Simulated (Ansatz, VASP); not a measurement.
SiSn5: VASP beside Ansatz

```
Si Sn
1.0
     5.96196    0.00000    0.00000
    -2.98098    5.16321    0.00000
     0.00000    0.00000    5.75254
Si Sn
1 5
Direct
  0.00000 0.00000 0.00000
  0.33333 0.66667 0.00000
  0.66667 0.33333 0.00000
  0.50000 0.00000 0.50000
  0.50000 0.50000 0.50000
  0.00000 0.50000 0.50000
```

Change from the starting cell: species swapped into the LaZn5 type (P6/mmm, No. 191).

Alike in both runs: functional PBE; k mesh 6 × 6 × 8; occupations gaussian, width 0.1 eV; no spin polarisation.

Ansatz relaxed the structure, and its values are those at the end. VASP's run is a single point on that final structure, the one shown.

|  | VASP | Ansatz |
| --- | --- | --- |
| version | VASP 6.6.1 | Ansatz 0.2.0 |
| potentials or method | VASP PAW PBE potentials, release 64 (Si, Sn_d), cutoff 520 eV | scalar-relativistic, plane waves, PAW |
| valence electrons in the cell | 74 | 74 |

|  | VASP | Ansatz | Ansatz less VASP |
| --- | --- | --- | --- |
| gap on the k mesh at the Fermi level (eV) | none | none | - |
| pressure (GPa) | 0.0 | 0.0 | +0.05 |

A gap of «none» marks a metal or a gap that the smearing closes.
